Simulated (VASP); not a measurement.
# H4C2O in VASP: a series of runs, part 2 of 2

VASP 6.6.1. Earlier steps stand in the parts before.

**3. Single point, PBE+D3(BJ)**

Contents of INCAR:

```
SYSTEM = H4C2O
PREC     = Accurate       ! precision mode
ENCUT    = 1000           ! plane-wave cutoff, eV
EDIFF    = 1E-6           ! SCF threshold, eV
ISMEAR   = -1             ! smearing method
SIGMA    = 0.05           ! smearing width, eV
LREAL    = Auto         
LASPH    = .True.         ! aspherical terms in the spheres
NELM     = 120            ! most SCF steps
ALGO     = Normal         ! electronic algorithm
ISIF     = 2              ! what is computed and relaxed
LWAVE    = .False.        ! write WAVECAR
LCHARG   = .False.        ! write CHGCAR
GGA      = PE             ! functional
IVDW     = 12             ! dispersion correction
NBANDS   = 43             ! bands
GGA_COMPAT= .False.
```

Contents of KPOINTS:

```
Automatic mesh
0
Gamma
  1 1 1
  0 0 0
```

Contents of POSCAR:

```
H4C2O
1.0
    6.8873110000      0.0000000000      0.0000000000
    0.0000000000      6.8873110000      0.0000000000
    0.0000000000      0.0000000000      6.8873110000
C H O
6 12 3
Direct
    0.1053096049      0.9669521240      0.0221712073
    0.7336244871      0.2244417306      0.8398488176
    0.7830922692      0.5280435282      0.3943483894
    0.2168190169      0.5365374092      0.6839389132
    0.6531576692      0.6853327808      0.8765394796
    0.6435312708      0.0226793882      0.3755892539
    0.2506348269      0.9275608434      0.0761255009
   -0.0074339608      0.9266315983      0.1243300905
    0.0714357171      0.8864272283     -0.1059484609
    0.1000971206      1.1179399333      0.0006678949
    0.7108579822      0.1377170277      0.9738053066
    0.5979401830      0.2960081228      0.8024031440
    0.7606016339      0.1136292524      0.7310255047
    0.8585353558      0.3184987581      0.8316453257
    0.8379903274      0.3885115686      0.3623184723
    0.6868863625      0.5304973160      0.5192302192
    0.6876849325      0.5538445991      0.2589109160
    0.8946887980      0.6420648058      0.3952195567
    0.2321080027      0.3820504113      0.7422635627
    0.5643421649      0.7395629441      1.0045575116
    0.4819007012      0.0261059795      0.4033068929
```

Potentials or basis: VASP PAW PBE potentials, release 64 (C_h, H_h, O_h).

The run is started by

```
cat potpaw_PBE.64/C_h/POTCAR potpaw_PBE.64/H_h/POTCAR potpaw_PBE.64/O_h/POTCAR > POTCAR
mpirun -np 1 vasp_gam > vasp.out
```

OUTCAR:

```text
SYSTEM = H4C2O
   PREC = Accurate
   ENCUT = 1000
   EDIFF = 1E-6
   ISMEAR = -1
   LREAL = Auto
   LASPH = .True.
   NELM = 120
   ISIF = 2
   GGA = PE
   IVDW = 12
 IVDW          = 12

 ion  position               nearest neighbor table
   1  0.105  0.967  0.022-  10 1.05   9 1.07   8 1.08   7 1.10
   2  0.734  0.224  0.840-  14 1.08  13 1.09  12 1.09  11 1.11
   3  0.783  0.528  0.394-  15 1.06  16 1.09  18 1.10  17 1.15
   4  0.217  0.537  0.684-  19 1.14
   5  0.653  0.685  0.877-  20 1.14
   6  0.644  0.023  0.376-  21 1.13
   7  0.251  0.928  0.076-   1 1.10
   8  0.993  0.927  0.124-   1 1.08
   9  0.071  0.886  0.894-   1 1.07
[... 10 lines left out ...]
  20  0.564  0.740  0.005-   5 1.14
  21  0.482  0.026  0.403-   6 1.13

  LATTYP: Found a simple cubic cell.
 ALAT       =     6.8873110000

  Lattice vectors:

 A1 = (   6.8873110000,   0.0000000000,   0.0000000000)
 A2 = (   0.0000000000,   6.8873110000,   0.0000000000)
 A3 = (   0.0000000000,   0.0000000000,   6.8873110000)

Analysis of symmetry for initial positions (statically):
=====================================================================
 Subroutine PRICEL returns:
 Original cell was already a primitive cell.

 Routine SETGRP: Setting up the symmetry group for a
 simple cubic supercell.

 Subroutine GETGRP returns: Found  1 space group operations
 (whereof  1 operations were pure point group operations)
 out of a pool of 48 trial point group operations.

The static configuration has the point symmetry C_1 .

Analysis of symmetry for dynamics (positions and initial velocities):
=====================================================================
 Subroutine PRICEL returns:
[... 142 lines left out ...]
     AMIX     =   0.40;   BMIX     =  1.00
     AMIX_MAG =   1.60;   BMIX_MAG =  1.00
  volume/ion in A,a.u.               =      15.56       104.98
  Fermi-wavevector in a.u.,A,eV,Ry     =   0.898441  1.697808 10.982580  0.807197
  Thomas-Fermi vector in A             =   2.021151
   LORBIT       =      0    0 simple, 1 ext, 2 COOP (PROOUT), +10 PAW based schemes
   GGA     = PE    functional components
   LHFCALC =     F    Hartree Fock is set to
   AEXX    =    0.0000 exact exchange contribution
   IVDW    =    12    specifies the selected vdW correction
   LEPSILON=     F    determine dielectric tensor
   LRPA    =     F    only Hartree local field effects (RPA)
 non-spin polarized calculation
  energy-cutoff  :     1000.00
  volume of cell :      326.70
 maximum number of plane-waves:     11792
 NGX is ok and might be reduce to    70
   NGX = 35   NGY = 35   NGZ = 35

 number of electron      54.0000001 magnetization

 Free energy of the ion-electron system (eV)
  ---------------------------------------------------
  ext. energy  EPLUGINS =         0.00000000
  ---------------------------------------------------
  free energy    TOTEN  =      -116.68525890 eV

  energy without entropy =     -116.68525890  energy(sigma->0) =     -116.68525890

 E-fermi :  -4.6079     XC(G=0):  -5.8585

 val. band max:       -5.8371481009   @ k =   0.0000   0.0000   0.0000
 cond. band min:       0.2662458069   @ k =   0.0000   0.0000   0.0000
 fundamental gap:      6.1033939078
 Fermi energy:        -4.6079201323

 k-point     1 :       0.0000    0.0000    0.0000
  band No.  band energies     occupation
      1     -26.4981      2.00000
      2     -26.4055      2.00000
      3     -26.3953      2.00000
      4     -14.4908      2.00000
      5     -14.1956      2.00000
      6     -14.1433      2.00000
[... 31 lines left out ...]
     38       4.9954      0.00000
     39       5.1352      0.00000
 [bands above 39 left out]

------------------------ aborting loop because EDIFF is reached ----------------------------------------

 Edisp (eV)   -0.76158

 E8    (eV) :    -0.1767

  FORCE on cell =-STRESS in cart. coord.  units (eV):
  Direction    XX          YY          ZZ          XY          YZ          ZX
  --------------------------------------------------------------------------------------
  -------------------------------------------------------------------------------------
  Total       0.75555     2.13105     0.97533    -1.07428     0.92940    -0.36664
  in kB       3.70530    10.45095     4.78316    -5.26843     4.55788    -1.79804
  external pressure =        6.31 kB  Pullay stress =        0.00 kB

 VOLUME and BASIS-vectors are now :
 -----------------------------------------------------------------------------
  energy-cutoff  :     1000.00
  volume of cell :      326.70
      direct lattice vectors                 reciprocal lattice vectors
     6.887311000  0.000000000  0.000000000     0.145194547  0.000000000  0.000000000
     0.000000000  6.887311000  0.000000000     0.000000000  0.145194547  0.000000000
     0.000000000  0.000000000  6.887311000     0.000000000  0.000000000  0.145194547

 POSITION                                       TOTAL-FORCE (eV/Angst)
 -----------------------------------------------------------------------------------
      0.72530      6.65970      0.15270         0.460265     -1.175199      0.923589
      5.05270      1.54580      5.78430        -0.597127     -1.151585      0.082790
      5.39340      3.63680      2.71600        -1.659881      1.419910     -2.032555
      1.49330      3.69530      4.71050         0.076313     -0.631500      0.183413
      4.49850      4.72010      6.03700        -0.017529      0.233482      0.074251
      4.43220      0.15620      2.58680         0.680683      0.034831     -0.109167
[... 13 lines left out ...]
      3.88680      5.09360      0.03139        -0.010721     -0.053612     -0.180292
      3.31900      0.17980      2.77770        -0.686579     -0.006397      0.110566
 -----------------------------------------------------------------------------------
    total drift:                                0.003897     -0.000348      0.001526

  FREE ENERGIE OF THE ION-ELECTRON SYSTEM (eV)
  ---------------------------------------------------
  free  energy   TOTEN  =      -117.4468368760 eV

  energy  without entropy=     -117.4468368759  energy(sigma->0) =     -117.44683688
```

OSZICAR:

```text
N       E                     dE             d eps       ncg     rms          rms(c)
DAV:   1     0.567741765299E+03    0.56774E+03   -0.35398E+04    86   0.180E+03
DAV:   2     0.841351172089E+00   -0.56690E+03   -0.53808E+03   113   0.289E+02
DAV:   3    -0.122804726315E+03   -0.12365E+03   -0.12212E+03   108   0.142E+02
DAV:   4    -0.129260366904E+03   -0.64556E+01   -0.63547E+01   116   0.360E+01
DAV:   5    -0.129448365216E+03   -0.18800E+00   -0.18753E+00   116   0.597E+00    0.187E+01
DAV:   6    -0.118644705295E+03    0.10804E+02   -0.20407E+01   108   0.182E+01    0.863E+00
DAV:   7    -0.117123232753E+03    0.15215E+01   -0.39779E+00   124   0.999E+00    0.463E+00
DAV:   8    -0.116774156736E+03    0.34908E+00   -0.66270E-01   116   0.401E+00    0.194E+00
DAV:   9    -0.116687885524E+03    0.86271E-01   -0.18213E-01   108   0.188E+00    0.427E-01
DAV:  10    -0.116684989928E+03    0.28956E-02   -0.16855E-02   116   0.785E-01    0.250E-01
DAV:  11    -0.116686043820E+03   -0.10539E-02   -0.85828E-03   108   0.486E-01    0.166E-01
DAV:  12    -0.116685379069E+03    0.66475E-03   -0.27163E-03   108   0.234E-01    0.602E-02
DAV:  13    -0.116685321279E+03    0.57789E-04   -0.80744E-04   100   0.133E-01    0.364E-02
DAV:  14    -0.116685271506E+03    0.49773E-04   -0.11695E-04    92   0.538E-02    0.161E-02
DAV:  15    -0.116685261265E+03    0.10241E-04   -0.21979E-05   124   0.272E-02    0.695E-03
DAV:  16    -0.116685259206E+03    0.20591E-05   -0.39567E-06    92   0.113E-02    0.237E-03
DAV:  17    -0.116685258901E+03    0.30520E-06   -0.46629E-07    92   0.453E-03
   1 F= -.11744684E+03 E0= -.11744684E+03  d E =-.833852E-10
```

stdout:

```text
POSCAR found type information on POSCAR C H O
 POSCAR found :  3 types and      21 ions
 scaLAPACK will be used
 LDA part: xc-table for (Slater+PW92), standard interpolation
 POSCAR, INCAR and KPOINTS ok, starting setup
 FFT: planning ... GRIDC
 FFT: planning ... GRID_SOFT
 FFT: planning ... GRID
 WAVECAR not read
 entering main loop
```

Run time: 56 s. Hardware: 1 thread of AMD EPYC 7R13 (Zen 3), shared host; peak memory 0.68 GiB.

Results:

```
Free energy                : -117.4468 eV
Pressure                   : 0.6 GPa
Largest force              : 2.984 eV/Å
Dispersion energy per atom : -0.036 eV
```

Forces in eV/Å, atoms in the order of the input:
```
C    0.460 -1.175  0.924
C   -0.597 -1.152  0.083
C   -1.660  1.420 -2.033
C    0.076 -0.631  0.183
C   -0.018  0.233  0.074
C    0.681  0.035 -0.109
H   -0.321 -0.072  0.010
H   -0.069 -0.024  0.609
H    0.068 -0.249 -1.054
H   -0.086  1.473 -0.430
H    0.405  0.705 -0.013
H   -0.050  0.238 -0.051
H   -0.019 -0.334 -0.516
H    0.192  0.407  0.553
H    0.880 -1.387  0.227
H    0.143  0.014  0.304
H    0.749  0.060  1.347
H   -0.061 -0.199  0.236
O   -0.077  0.699 -0.273
O   -0.011 -0.054 -0.180
O   -0.687 -0.006  0.111
```

Levels at points of the mesh, in eV from the Fermi level:
```
           k point  band 25  band 26  band 27  band 28  band 29  band 30
(0.00, 0.00, 0.00)    -1.40    -1.26    -1.23     4.87     5.24     5.29
```

Caveat: the k points lie up to 0.91 Å⁻¹ apart, too coarse for converged energies, forces and pressures.

**4. Single point, PBE+D3(BJ)**

Contents of INCAR:

```
SYSTEM = H4C2O
  ALGO = Normal
  EDIFF = 1E-6
  ENCUT = 1000
  GGA = PE
  GGA_COMPAT = .FALSE.
  ISIF = 2
  ISMEAR = -1
  IVDW = 12
  LASPH = .TRUE.
  LCHARG = .FALSE.
  LREAL = Auto
  LWAVE = .FALSE.
  NBANDS = 43
  NELM = 120
  PREC = Accurate
  SIGMA = 0.05
```

Contents of KPOINTS:

```
k-points
0
G
  1 1 1
  0 0 0
```

Contents of POSCAR:

```
H4C2O
1.0
    6.8873110000      0.0000000000      0.0000000000
    0.0000000000      6.8873110000      0.0000000000
    0.0000000000      0.0000000000      6.8873110000
C H O
6 12 3
Direct
    0.1381235725      0.9430676210      0.2224816042
    0.7355410551      0.2013848365      0.9164534606
    0.8584917975      0.5256332987      0.3374466464
    0.2958048504      0.5615253907      0.5422290354
    0.6616951086      0.6693904196      0.8663903808
    0.6927667416      0.0579471437      0.4292241195
    0.2187065460      0.8232240420      0.2914199751
    0.0583682079      1.0256542793      0.3281832344
    0.0315943334      0.8861223197      0.1231394952
    0.2347215045      1.0523265176      0.1486646966
    0.6172365383      0.2032433267      1.0244927229
    0.6778988200      0.2595207331      0.7890016873
    0.8028677665      0.0600960230      0.9004530215
    0.8518128483      0.3020482159      0.9745167599
    0.9577322703      0.4519035078      0.2501266459
    0.8570108131      0.4626914626      0.4830767770
    0.7046146166      0.5071064745      0.2789477635
    0.8963004575      0.6801928939      0.3394067728
    0.2168480558      0.4209335109      0.5780194912
    0.5402979479      0.7148363127      0.9666907738
    0.5276660223      0.0600379451      0.4330572556
```

The run is started by

```
cat potpaw_PBE.64/C_h/POTCAR potpaw_PBE.64/H_h/POTCAR potpaw_PBE.64/O_h/POTCAR > POTCAR
mpirun -np 1 vasp_gam > vasp.out
```

It took 44 s on 1 thread of Intel Xeon 6975P-C (Granite Rapids), shared host; peak memory 0.71 GiB.

The run converged. Its results:

```
Free energy                : -117.4679 eV
Pressure                   : 0.5 GPa
Largest force              : 2.834 eV/Å
Dispersion energy per atom : -0.036 eV
```

Forces in eV/Å, atoms in the order of the input:
```
C    0.904  0.694 -0.320
C    1.139  0.719  2.400
C   -2.675  0.692  0.630
C   -0.067 -0.322  0.080
C    0.595 -0.097 -0.419
C   -0.312  0.006  0.025
H    0.009  0.393 -0.175
H   -0.259  0.176  0.710
H   -0.220 -0.256 -0.620
H   -0.308 -0.881  0.215
H    0.216 -0.344 -0.038
H   -0.458  0.504 -1.800
H   -0.128 -0.393 -0.189
H   -0.712 -0.559 -0.481
H    1.199 -1.046 -1.157
H    0.141  0.161  0.135
H    1.218  0.231  0.279
H   -0.161 -0.031  0.235
O    0.261  0.218  0.033
O   -0.636  0.159  0.439
O    0.253 -0.024  0.019
```

Stress tensor (GPa, compression positive):
```
-0.07 -0.94 -0.30
-0.94 -0.25  0.40
-0.30  0.40  1.68
```

Levels at points of the mesh, in eV from the Fermi level:
```
           k point  band 25  band 26  band 27  band 28  band 29  band 30
(0.00, 0.00, 0.00)    -1.58    -1.36    -1.19     5.01     5.23     5.29
```

Caveat: the k points lie up to 0.91 Å⁻¹ apart, too coarse for converged energies, forces and pressures; the atoms stand as in a frame of molecular dynamics.

**5. Overview**

| cell | pressure (GPa) | largest force (eV/Å) |
| --- | --- | --- |
| as given, atomic positions A | 1.7 | 3.01 |
| as given, atomic positions B | 0.6 | 2.98 |
| as given, atomic positions C | 0.5 | 2.83 |

Alike in all rows: task single point; level PBE+D3(BJ); potentials or basis VASP PAW PBE potentials, release 64 (C_h, H_h, O_h); no spin polarisation; k mesh 1 × 1 × 1; cutoff (eV) 1000; smearing fermi-dirac 0.05 eV.

Caveats: all runs use coarse meshes; the atoms stand as in a frame of molecular dynamics (at least some runs).

Total energies depend on the potentials used, so only differences within one code and one set of settings carry meaning.
